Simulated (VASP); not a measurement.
Input of a VASP 6.6.1 run:

Contents of INCAR:

```
ALGO = Normal
EDIFF = 1E-6
ENCUT = 520
GGA = PE
ISIF = 2
ISMEAR = -1
LASPH = T
LCHARG = F
LREAL = F
LWAVE = F
NBANDS = 17
NELM = 100
PREC = Accurate
SIGMA = 0.08
```

The input KPOINTS:

```
k-points
0
Gamma
  11 11 11
```

The input POSCAR:

```
TePb
1.0
    0.0000000000      3.2064403774      3.2064403774
    3.2064403774      0.0000000000      3.2064403774
    3.2064403774      3.2064403774      0.0000000000
Pb Te
1 1
Direct
    0.0000000000      0.0000000000      0.0000000000
    0.5000000000      0.5000000000      0.5000000000
```

Potentials or basis: VASP PAW PBE potentials, release 64 (Pb_d, Te).

Launch:

```bash
$ cat potpaw_PBE.64/Pb_d/POTCAR potpaw_PBE.64/Te/POTCAR > POTCAR
$ mpirun -np 1 vasp_std > vasp.out
```

Problem. Estimate the pressure.

Solution. 3.2 GPa.

Caveat: the cell stands under pressure.
